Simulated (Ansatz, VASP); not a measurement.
**LiTa3O4: VASP beside Ansatz**

```xyz
8
Lattice="2.7793 0.0000 0.0000 0.0000 3.1084 0.0000 0.0000 0.0000 10.5366" Properties=species:S:1:pos:R:3 pbc="T T T"
Li    1.3897    1.5542    5.2683
Ta    0.0000    0.0000    7.8517
Ta    0.0000    0.0000    2.6849
Ta    1.3897    0.0000    0.0000
O     0.0000    1.5542    1.1494
O     1.3897    1.5542    3.3846
O     0.0000    1.5542    9.3872
O     1.3897    1.5542    7.1520
```

Change from the starting cell: species swapped into the AlCr3B4 type (Pmmm, No. 47).

Alike in both runs: functional PBE; k mesh 5 × 5 × 2; occupations gaussian, width 0.2 eV; no spin polarisation.

Ansatz relaxed the structure, and its values are those at the end. VASP's run is a single point on that final structure, the one shown.

|  | VASP | Ansatz |
| --- | --- | --- |
| version | VASP 6.6.1 | Ansatz 0.2.0 |
| potentials or method | VASP PAW PBE potentials, release 64 (Li_sv, Ta_pv, O), cutoff 520 eV | scalar-relativistic, plane waves, PAW |
| valence electrons in the cell | 60 | 66 |

Ansatz gave:

| Item | Value |
| --- | --- |
| gap on the k mesh at the Fermi level (eV) | none |
| rms of the force components (eV/Å) | 0.023 |

Q: What did VASP give for the same quantities?

A: gap on the k mesh at the Fermi level (eV): none; rms of the force components (eV/Å): 0.022.

A gap of «none» marks a metal or a gap that the smearing closes. With one functional, cell and mesh, what is left measures potentials, basis and numerics. VASP's potentials hold 60 valence electrons a cell and Ansatz's 66, so a difference there can come from the potentials and not from the codes.

The k mesh is coarse, so the values compare programs but aren't converged. Neither program's run includes spin-orbit coupling. Noted on VASP's run: the cutoff is short for stress, so the pressure is rough.
